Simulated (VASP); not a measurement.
Crystal: PtSe2.

```
CELL_PARAMETERS angstrom
3.64952 0.00000 0.00000
-1.82476 3.16058 0.00000
0.00000 0.00000 5.06200
ATOMIC_POSITIONS crystal
Pt 0.00000 0.00000 0.00000
Se 0.66667 0.33333 0.75000
Se 0.33333 0.66667 0.25000
```

* Program: VASP 6.6.1
* Task: relaxation of the atoms
* Functional: PBE
* Potentials or basis: VASP PAW PBE potentials, release 64 (Pt, Se)
* Cutoff: 520 eV
* k mesh: 8 × 8 × 5
* Occupations: fermi-dirac, width 0.05 eV
* Spin: no spin polarisation

At the start: pressure 14.6 GPa; volume 19.46 Å³/atom.

**Question.** How do energy, volume and symmetry change on relaxing?

**Answer.** Over 3 steps the energy falls by 31.7 meV/atom at a fixed cell; space group P-3m1 (No. 164, to 0.1 Å) before and after.

The path:
| step | energy change (eV) | largest force (eV/Å) | pressure (GPa) |
| --- | --- | --- | --- |
| 1 | 0.0000 | 1.1300 | 14.58 |
| 2 | -0.0828 | 0.3982 | 10.45 |
| 3 | -0.0951 | 0.0010 | 8.36 |

Final structure:
```xyz
3
Lattice="3.6495 0.0000 0.0000 -1.8248 3.1606 0.0000 0.0000 0.0000 5.0620" Properties=species:S:1:pos:R:3 pbc="T T T"
Pt    0.0000    0.0000    0.0000
Se    1.8248    1.0535    3.7106
Se    0.0000    2.1071    1.3514
```
